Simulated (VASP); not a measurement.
# AlGa3N4 (Pm) in VASP: notebook

The runs below take AlGa3N4 through single point, with r2SCAN.

Program: VASP 6.6.1. These are calculated values, not measurements. Logs are shortened: lines on timing, memory, paths and dates and some standing lists are left out, and cuts for length are marked.

## 1. The cell of the first run

It takes space group Pm (No. 6, monoclinic). Conventional cell: a = 5.293 Å, b = 3.258 Å, c = 5.395 Å, α = 90.00°, β = 90.04°, γ = 90.00°. Within 2.5 Å of Al (site symmetry m) lie 4 N at 1.87 to 1.95 Å. Within 2.6 Å of Ga (site symmetry m) lie 4 N at 1.92 to 2.01 Å. Ga (site symmetry m) has 4 N at 1.92 to 2.02 Å within 2.5 Å. Within 2.6 Å of Ga (site symmetry m) lie 4 N at 1.94 to 2.01 Å. N (site symmetry m) has 1 Al at 1.87 Å and 3 Ga at 1.98 to 2.01 Å within 2.5 Å. Within 2.6 Å of N (site symmetry m) lie 2 Ga at 1.94 to 2.02 Å and 2 Al at 1.94 Å. Within 2.5 Å of N (site symmetry m) lie 4 Ga at 1.92 to 2.01 Å. N (site symmetry m) has 3 Ga at 1.92 to 1.98 Å and 1 Al at 1.95 Å within 2.6 Å.

## 2. Single point, r2SCAN (strain +0.030 along x and y, -0.015 along z)

Contents of POSCAR:

```
AlGa3N4
1.0
    5.2930878080      0.0000000000      0.0000169307
    0.0000000000      3.2583167355      0.0000000000
   -0.0038052100      0.0000000000      5.3948396592
Al Ga N
1 3 4
Direct
    0.0005828853      0.5000000000      0.6672982354
    0.4991712869      0.5000000000      0.3350606988
    0.4992511917      0.0000000000      0.8314570704
    0.9998609984      0.0000000000      0.1661913851
    0.1194130440      0.5000000000      0.3406010344
    0.1173310426      0.0000000000      0.8259310373
    0.6202395499      0.0000000000      0.1661937141
    0.6317500112      0.5000000000      0.6672678245
```

Contents of INCAR.step1:

```
SYSTEM = AlGa3N4
ALGO     = Normal         ! electronic algorithm
EDIFF    = 1E-4           ! SCF threshold, eV
ENCUT    = 520            ! plane-wave cutoff, eV
GGA      = PE             ! functional
ISMEAR   = 0              ! smearing method
LASPH    = .True.         ! aspherical terms in the spheres
LCHARG   = .False.        ! write CHGCAR
LREAL    = .False.        ! projectors in reciprocal space
LWAVE    = .True.         ! write WAVECAR
NBANDS   = 41             ! bands
NELM     = 80             ! most SCF steps
PREC     = Accurate       ! precision mode
SIGMA    = 0.05           ! smearing width, eV
```

Contents of INCAR.step2:

```
SYSTEM = AlGa3N4
ALGO     = Normal         ! electronic algorithm
EDIFF    = 1E-7           ! SCF threshold, eV
ENCUT    = 520            ! plane-wave cutoff, eV
ISIF     = 2              ! what is computed and relaxed
ISMEAR   = 0              ! smearing method
ISTART   = 1            
LASPH    = .True.         ! aspherical terms in the spheres
LCHARG   = .True.         ! write CHGCAR
LELF     = .True.         ! ELF
LMIXTAU  = .True.       
LREAL    = .False.        ! projectors in reciprocal space
LVHAR    = .True.       
LWAVE    = .False.        ! write WAVECAR
METAGGA  = R2SCAN         ! meta-GGA
NBANDS   = 41             ! bands
NELM     = 80             ! most SCF steps
PREC     = Accurate       ! precision mode
SIGMA    = 0.05           ! smearing width, eV
```

Contents of KPOINTS:

```
k-points
0
Gamma
  6 8 4
  0 0 0
```

Potentials or basis: VASP PAW PBE potentials, release 64 (Al, Ga_d, N).

Command:

```console
$ cat potpaw_PBE.64/Al/POTCAR potpaw_PBE.64/Ga_d/POTCAR potpaw_PBE.64/N/POTCAR > POTCAR
$ cp INCAR.step1 INCAR
$ mpirun -np 1 vasp_std > vasp.out
$ cp INCAR.step2 INCAR
$ mpirun -np 1 vasp_std > vasp.out
```

OUTCAR:

```text
SYSTEM = AlGa3N4
   EDIFF = 1E-7
   ENCUT = 520
   ISIF = 2
   ISMEAR = 0
   ISTART = 1
   LASPH = .True.
   LREAL = .False.
   METAGGA = R2SCAN
   NELM = 80
   PREC = Accurate

 ion  position               nearest neighbor table
   1  0.001  0.500  0.667-   5 1.87   6 1.94   6 1.94   8 1.95
   2  0.499  0.500  0.335-   8 1.92   7 1.97   7 1.97   5 2.01
   3  0.499  0.000  0.831-   7 1.92   8 1.98   8 1.98   6 2.02
   4  1.000  0.000  0.166-   6 1.94   5 1.98   5 1.98   7 2.01
   5  0.119  0.500  0.341-   1 1.87   4 1.98   4 1.98   2 2.01
   6  0.117  0.000  0.826-   4 1.94   1 1.94   1 1.94   3 2.02
   7  0.620  0.000  0.166-   3 1.92   2 1.97   2 1.97   4 2.01
   8  0.632  0.500  0.667-   2 1.92   1 1.95   3 1.98   3 1.98

  LATTYP: Found a simple monoclinic cell.
 ALAT       =     5.2930878080
 B/A-ratio  =     0.6155795735
 C/A-ratio  =     1.0192237871
 COS(beta)  =    -0.0007021437

  Lattice vectors:

 A1 = (   5.2930878080,   0.0000000000,   0.0000169307)
 A2 = (   0.0000000000,   3.2583167355,   0.0000000000)
 A3 = (  -0.0038052100,   0.0000000000,   5.3948396592)

Analysis of symmetry for initial positions (statically):
=====================================================================
 Subroutine PRICEL returns:
 Original cell was already a primitive cell.

 Routine SETGRP: Setting up the symmetry group for a
 simple monoclinic supercell.

 Subroutine GETGRP returns: Found  2 space group operations
 (whereof  2 operations were pure point group operations)
 out of a pool of  4 trial point group operations.

The static configuration has the point symmetry C_1h.

Analysis of symmetry for dynamics (positions and initial velocities):
=====================================================================
 Subroutine PRICEL returns:
 Original cell was already a primitive cell.

 Routine SETGRP: Setting up the symmetry group for a
 simple monoclinic supercell.

 Subroutine GETGRP returns: Found  2 space group operations
 (whereof  2 operations were pure point group operations)
 out of a pool of  4 trial point group operations.

The dynamic configuration has the point symmetry C_1h.

 Subroutine INISYM returns: Found  2 space group operations
 (whereof  2 operations are pure point group operations),
 and found     1 'primitive' translations

----------------------------------------------------------------------------------------

                                     Primitive cell

  volume of cell :      93.0424

  direct lattice vectors                    reciprocal lattice vectors
     5.293087808  0.000000000  0.000016931     0.188925639  0.000000000  0.000133257
     0.000000000  3.258316735  0.000000000     0.000000000  0.306906934  0.000000000
    -0.003805210  0.000000000  5.394839659    -0.000000593  0.000000000  0.185362320

  length of vectors
     5.293087808  3.258316735  5.394841001     0.188925686  0.306906934  0.185362320

  position of ions in fractional coordinates (direct lattice)
     0.000582885  0.500000000  0.667298235
     0.499171287  0.500000000  0.335060699
     0.499251192  0.000000000  0.831457070
     0.999860998  0.000000000  0.166191385
     0.119413044  0.500000000  0.340601034
     0.117331043  0.000000000  0.825931037
     0.620239550  0.000000000  0.166193714
     0.631750011  0.500000000  0.667267825

  ion indices of the primitive-cell ions
   primitive index   ion index
                 1           1
                 2           2
                 3           3
                 4           4
                 5           5
                 6           6
                 7           7
                 8           8

----------------------------------------------------------------------------------------

 KPOINTS: k-points

Automatic generation of k-mesh.
 Grid dimensions read from file:
 generate k-points for:    6    8    4

 Generating k-lattice:

  Cartesian coordinates                     Fractional coordinates (reciprocal lattice)
     0.031487607  0.000000000  0.000022210     0.166666667  0.000000000  0.000000000
     0.000000000  0.038363367  0.000000000     0.000000000  0.125000000  0.000000000
    -0.000000148  0.000000000  0.046340580     0.000000000  0.000000000  0.250000000

  Length of vectors
     0.031487614  0.038363367  0.046340580

  Shift w.r.t. Gamma in fractional coordinates (k-lattice)
     0.000000000  0.000000000  0.000000000

 Subroutine IBZKPT returns following result:
 ===========================================

 Found     70 irreducible k-points:

 Following reciprocal coordinates:
            Coordinates               Weight
  0.000000  0.000000  0.000000      1.000000
  0.166667  0.000000  0.000000      2.000000
  0.333333  0.000000  0.000000      2.000000
  0.500000  0.000000  0.000000      1.000000
  0.000000  0.125000  0.000000      2.000000
  0.166667  0.125000  0.000000      4.000000
[... 16 lines left out ...]
  0.333333  0.000000  0.250000      2.000000
  0.500000  0.000000  0.250000      2.000000
 [... further k-points ...]
   k-points           NKPTS =     70   k-points in BZ     NKDIM =     70   number of bands    NBANDS=     41
   number of dos      NEDOS =    301   number of ions     NIONS =      8
   total plane-waves  NPLWV =  38400
   dimension x,y,z NGX =    40 NGY =   24 NGZ =   40
   dimension x,y,z NGXF=    80 NGYF=   48 NGZF=   80
   ions per type =               1   3   4
   NGX,Y,Z   is equivalent  to a cutoff of  12.56, 12.25, 12.33 a.u.
   NGXF,Y,Z  is equivalent  to a cutoff of  25.13, 24.49, 24.65 a.u.
 SYSTEM =  AlGa3N4
   PREC   = accura    normal or accurate (medium, high low for compatibility)
   ISTART =      1    job   : 0-new  1-cont  2-samecut
   ICHARG =      0    charge: 1-file 2-atom 10-const
   ISPIN  =      1    spin polarized calculation?
   LNONCOLLINEAR =      F non collinear calculations
   LSORBIT =      F    spin-orbit coupling
   LASPH  =      T    aspherical Exc in radial PAW
   ENCUT  =  520.0 eV  38.22 Ry    6.18 a.u.   9.84  6.06 10.03*2*pi/ulx,y,z
   NELM   =     80;   NELMIN=  2; NELMDL=  0     # of ELM steps
   EDIFF  = 0.1E-06   stopping-criterion for ELM
   LREAL  =      F    real-space projection
   EDIFFG = 0.1E-05   stopping-criterion for IOM
   NSW    =      0    number of steps for IOM
   IBRION =     -1    ionic relax: 0-MD 1-quasi-New 2-CG
   NFREE  =      0    steps in history (QN), initial steepest desc. (CG)
   ISIF   =      2    stress and relaxation
   ISYM   =      2    0-nonsym 1-usesym 2-fastsym
   POTIM  = 0.5000    time-step for ionic-motion
   TEBEG  =    0.0;   TEEND  =   0.0 temperature during run
   PSTRESS=    0.0 pullay stress
   NELECT =      62.0000    total number of electrons
   NUPDOWN=      -1.0000    fix difference up-down
   EMIN   =  10.00;   EMAX   =-10.00  energy-range for DOS
   EFERMI =   0.00;   METHOD = LEGACY
   ISMEAR =     0;   SIGMA  =   0.05  broadening in eV -4-tet -1-fermi 0-gaus
   EFERMI_NEDOS =   21; number of points for ismear=-14 and -15
   IALGO  =     38    algorithm
   IMIX   =      4    mixing-type and parameters
     AMIX     =   0.40;   BMIX     =  1.00
     AMIX_MAG =   1.60;   BMIX_MAG =  1.00
  volume/ion in A,a.u.               =      11.63        78.49
  Fermi-wavevector in a.u.,A,eV,Ry     =   1.429920  2.702157 27.819442  2.044671
  Thomas-Fermi vector in A             =   2.549821
   LORBIT       =      0    0 simple, 1 ext, 2 COOP (PROOUT), +10 PAW based schemes
   METAGGA = R2SCAN    functional components
   LHFCALC =     F    Hartree Fock is set to
   AEXX    =    0.0000 exact exchange contribution
   IVDW    =     0    specifies the selected vdW correction
   LEPSILON=     F    determine dielectric tensor
   LRPA    =     F    only Hartree local field effects (RPA)
 non-spin polarized calculation
 Gauss-broadening in eV      SIGMA  =   0.05
  energy-cutoff  :      520.00
  volume of cell :       93.04
 maximum number of plane-waves:      2528
   NGX = 19   NGY = 13   NGZ = 21

 number of electron      62.0000010 magnetization

 Free energy of the ion-electron system (eV)
  ---------------------------------------------------
  ext. energy  EPLUGINS =         0.00000000
  ---------------------------------------------------
  free energy    TOTEN  =       -84.72116405 eV

  energy without entropy =      -84.72116405  energy(sigma->0) =      -84.72116405

 E-fermi :   5.1836     XC(G=0): -12.1301

 val. band max:        4.9351112146   @ k =   0.0000   0.0000   0.0000
 cond. band min:       7.3596189921   @ k =   0.0000   0.0000   0.0000
 fundamental gap:      2.4245077775
 Fermi energy:         5.1836286455

 k-point     1 :       0.0000    0.0000    0.0000
  band No.  band energies     occupation
      1     -11.4406      2.00000
      2     -10.5608      2.00000
      3     -10.3478      2.00000
      4     -10.0957      2.00000
      5      -8.8033      2.00000
      6      -8.7860      2.00000
[... 33 lines left out ...]
     40      15.5318      0.00000
     41      15.6170      0.00000

 k-point     2 :       0.1667    0.0000    0.0000
  band No.  band energies     occupation
      1     -11.3658      2.00000
      2     -10.5714      2.00000
      3     -10.3651      2.00000
      4     -10.0925      2.00000
      5      -8.8026      2.00000
      6      -8.7814      2.00000
[... 33 lines left out ...]
     40      15.4878      0.00000
     41      15.6752      0.00000

 k-point     3 :       0.3333    0.0000    0.0000
  band No.  band energies     occupation
      1     -11.1679      2.00000
      2     -10.6505      2.00000
      3     -10.3921      2.00000
      4     -10.0828      2.00000
      5      -8.8010      2.00000
      6      -8.7810      2.00000
[... 33 lines left out ...]
     40      15.4390      0.00000
     41      15.5389      0.00000

 k-point     4 :       0.5000    0.0000    0.0000
  band No.  band energies     occupation
      1     -10.9840      2.00000
      2     -10.7835      2.00000
      3     -10.3978      2.00000
      4     -10.0766      2.00000
      5      -8.8001      2.00000
      6      -8.7824      2.00000
[... 825 lines left out ...]
     40      15.6515      0.00000
     41      15.6561      0.00000

 k-point    23 :       0.3333    0.0000    0.2500
  band No.  band energies     occupation
      1     -11.0350      2.00000
      2     -10.6013      2.00000
      3     -10.4230      2.00000
      4     -10.1387      2.00000
      5      -8.7735      2.00000
      6      -8.7654      2.00000
[... 33 lines left out ...]
     40      15.6491      0.00000
     41      15.8441      0.00000

 k-point    24 :       0.5000    0.0000    0.2500
  band No.  band energies     occupation
      1     -10.8819      2.00000
      2     -10.6818      2.00000
      3     -10.4362      2.00000
      4     -10.1363      2.00000
      5      -8.7700      2.00000
      6      -8.7657      2.00000
[... 33 lines left out ...]
     40      15.5092      0.00000
     41      15.8705      0.00000

 [... further k-points ...]
[... 5 lines left out ...]
  --------------------------------------------------------------------------------------
  -------------------------------------------------------------------------------------
  Total       -7.2033380     -6.5118355      1.4750353      0.0000000      0.0000000      0.0438283
  in kB     -124.0404800   -112.1329020     25.3999033      0.0000000      0.0000000      0.7547173
  external PRESSURE =     -70.2578262 kB  Pullay stress =       0.0000000 kB

 VOLUME and BASIS-vectors are now :
 -----------------------------------------------------------------------------
  energy-cutoff  :      520.00
  volume of cell :       93.04
      direct lattice vectors                 reciprocal lattice vectors
     5.293087808  0.000000000  0.000016931     0.188925639  0.000000000  0.000133257
     0.000000000  3.258316735  0.000000000     0.000000000  0.306906934  0.000000000
    -0.003805210  0.000000000  5.394839659    -0.000000593  0.000000000  0.185362320

 POSITION                                       TOTAL-FORCE (eV/Angst)
 -----------------------------------------------------------------------------------
      0.00055      1.62916      3.59997        -0.207992      0.000000      0.312583
      2.64088      1.62916      1.80761        -0.195534      0.000000     -0.364339
      2.63942      0.00000      4.48559        -0.167797      0.000000     -0.350024
      5.29172      0.00000      0.89659        -0.183880      0.000000      0.354062
      0.63077      1.62916      1.83749         0.190168      0.000000     -0.349500
      0.61790      0.00000      4.45577         0.098969      0.000000     -0.452403
      3.28235      0.00000      0.89660         0.182932      0.000000      0.451150
      3.34137      1.62916      3.59981         0.283134      0.000000      0.398471
 -----------------------------------------------------------------------------------
    total drift:                               -0.079067      0.000000      0.005234

  FREE ENERGIE OF THE ION-ELECTRON SYSTEM (eV)
  ---------------------------------------------------
  free  energy   TOTEN  =       -84.7211640495 eV

  energy  without entropy=      -84.7211640495  energy(sigma->0) =      -84.72116405
```

It took 12 min on 1 thread of Intel Xeon Platinum 8259CL at 2.50GHz (Skylake/Cascade Lake), shared host; peak memory 0.34 GiB.

What came out:

```yaml
Free_energy: -84.7212 eV
Pressure: -7.0 GPa
Largest_force: 0.489 eV/Å
Band_gap_on_the_k_mesh: 2.42 eV, direct
```

Forces on the atoms (eV/Å):
```
Al  -0.208  0.000  0.313
Ga  -0.196  0.000 -0.364
Ga  -0.168  0.000 -0.350
Ga  -0.184  0.000  0.354
N    0.190  0.000 -0.349
N    0.099  0.000 -0.452
N    0.183  0.000  0.451
N    0.283  0.000  0.398
```

Caveat: the cell differs from its parent crystal (strain +0.030 along x and y, -0.015 along z); the PAW data sets were made with another functional, which shifts forces and pressure a little.

## 3. Single point, r2SCAN (strain +0.015 along x and y, +0.015 along z)

POSCAR, as its differences from that of step 2:

```diff
@@ -2,5 +2,5 @@
 1.0
-    5.2930878080      0.0000000000      0.0000169307
-    0.0000000000      3.2583167355      0.0000000000
-   -0.0038052100      0.0000000000      5.3948396592
+    5.2160040049      0.0000000000      0.0000174463
+    0.0000000000      3.2108655209      0.0000000000
+   -0.0037497943      0.0000000000      5.5591494966
 Al Ga N
```

Contents of INCAR.step1:

```
SYSTEM = AlGa3N4
PREC = Accurate
ENCUT = 520
ISMEAR = 0
SIGMA = 0.05
LREAL = .FALSE.
LASPH = .TRUE.
NELM = 100
NBANDS = 41
GGA = PE
ALGO = Normal
EDIFF = 1E-4
LWAVE = .TRUE.
LCHARG = .FALSE.
```

Contents of INCAR.step2:

```
SYSTEM = AlGa3N4
PREC = Accurate
ENCUT = 520
EDIFF = 1E-6
ISMEAR = 0
SIGMA = 0.05
LREAL = .FALSE.
LASPH = .TRUE.
NELM = 100
ALGO = Normal
ISIF = 2
LWAVE = .FALSE.
LCHARG = .TRUE.
METAGGA = R2SCAN
LMIXTAU = .TRUE.
LELF = .TRUE.
LVHAR = .TRUE.
NBANDS = 41
ISTART = 1
```

Contents of KPOINTS:

```
regular mesh
0
G
  6 8 4
  0 0 0
```

Potentials or basis: VASP PAW PBE potentials, release 64 (Al, Ga_d, N).

Command:

```console
$ cat potpaw_PBE.64/Al/POTCAR potpaw_PBE.64/Ga_d/POTCAR potpaw_PBE.64/N/POTCAR > POTCAR
$ cp INCAR.step1 INCAR
$ mpirun -np 1 vasp_std > vasp.out
$ cp INCAR.step2 INCAR
$ mpirun -np 1 vasp_std > vasp.out
```

It took 12 min on 1 thread of Intel Xeon Platinum 8259CL at 2.50GHz (Skylake/Cascade Lake), shared host; peak memory 0.35 GiB.

The run converged. Its results:

| Item | Value |
| --- | --- |
| Free energy | -84.8414 eV |
| Pressure | -7.6 GPa |
| Largest force | 0.080 eV/Å |
| Band gap on the k mesh | 2.56 eV, direct |

Forces on the atoms (eV/Å):
```
Al  -0.014  0.000 -0.019
Ga  -0.001  0.000 -0.025
Ga   0.007  0.000  0.025
Ga  -0.024  0.000  0.019
N   -0.012  0.000  0.074
N   -0.036  0.000 -0.072
N    0.007  0.000  0.003
N    0.072  0.000 -0.005
```

Stress tensor (GPa, compression positive):
```
-7.48  0.00  0.01
 0.00 -7.65  0.00
 0.01  0.00 -7.57
```

Levels at points of the mesh, in eV from the valence-band top:
```
           k point  band 28  band 29  band 30  band 31  band 32  band 33  band 34  band 35
(0.00, 0.00, 0.00)    -0.82    -0.08    -0.03     0.00     2.56     4.96     5.70     6.20
(0.50, 0.00, 0.00)    -0.72    -0.66    -0.35    -0.35     4.76     4.85     4.94     5.47
(0.00, 0.50, 0.00)    -2.01    -2.00    -1.78    -1.72     6.16     6.20     7.17     7.44
(0.50, 0.50, 0.00)    -1.67    -1.41    -1.39    -1.36     6.16     6.31     6.42     6.77
(0.00, 0.00, 0.50)    -0.76    -0.60    -0.54    -0.32     4.83     5.05     6.50     6.93
(0.50, 0.00, 0.50)    -1.56    -1.12    -1.10    -1.06     5.71     5.76     5.87     6.30
(0.00, 0.50, 0.50)    -2.08    -2.04    -0.97    -0.84     5.35     5.69     6.05     6.08
(0.50, 0.50, 0.50)    -1.72    -1.67    -1.61    -1.59     4.81     4.87     4.91     5.38
```

Caveat: the cell differs from its parent crystal (strain +0.015 along x and y, +0.015 along z); the PAW data sets were made with another functional, which shifts forces and pressure a little.

(Part 1 of 2 ends here.)
